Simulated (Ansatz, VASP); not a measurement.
**One calculation of In, two programs**

Contents of INCAR:

```
SYSTEM = In
PREC     = Accurate       ! precision mode
ENCUT    = 520            ! plane-wave cutoff, eV
EDIFF    = 1E-6           ! SCF threshold, eV
ISMEAR   = -1             ! smearing method
SIGMA    = 0.1            ! smearing width, eV
LREAL    = .FALSE.        ! projectors in reciprocal space
LASPH    = .TRUE.         ! aspherical terms in the spheres
NELM     = 60             ! most SCF steps
ALGO     = Normal         ! electronic algorithm
ISIF     = 2              ! what is computed and relaxed
LWAVE    = .FALSE.        ! write WAVECAR
LCHARG   = .FALSE.        ! write CHGCAR
GGA      = PE             ! functional
NBANDS   = 12             ! bands
```

File KPOINTS:

```
regular mesh
0
G
  16 16 16
  0 0 0
```

Contents of POSCAR:

```
In
1.0
   -1.6953467007      1.6953467007      1.6953467007
    1.6953467007     -1.6953467007      1.6953467007
    1.6953467007      1.6953467007     -1.6953467007
In
1
Direct
    0.0000000000      0.0000000000      0.0000000000
```

Input for Ansatz:

```yaml
crystal:
  lattice:
    - [-1.6953467007, 1.6953467007, 1.6953467007]
    - [1.6953467007, -1.6953467007, 1.6953467007]
    - [1.6953467007, 1.6953467007, -1.6953467007]
  atoms:
    - { symbol: In, position: [0.0, 0.0, 0.0] }
kpoints:
  mp_grid: { grid: [16, 16, 16] }
scf:
  occupations: { method: fermi_dirac, width: 0.1 }
hamiltonian:
  xc: pbe
  pseudopotentials: { kind: all_electron, lapw: { basis_error: 0.001 } }
output:
  forces: true
  stress: true
  eigenvalues: true
  populations: true
```

Change from the starting cell: volume scaled by 0.7, LAPW.

Alike in both runs: task single point; functional PBE; k mesh 16 × 16 × 16; occupations fermi-dirac, width 0.1 eV; no spin polarisation.

|  | VASP | Ansatz |
| --- | --- | --- |
| version | VASP 6.6.1 | Ansatz 0.2.0 |
| potentials or method | VASP PAW PBE potentials, release 64 (In_d), cutoff 520 eV | all-electron LAPW, scalar-relativistic |

|  | VASP | Ansatz | Ansatz less VASP |
| --- | --- | --- | --- |
| pressure (GPa) | 30.7 | 30.7 | +0.02 |

Both programs put the cell under a high pressure, so it lies far from rest at this level. Ansatz ran all-electron here, and VASP with PAW potentials.
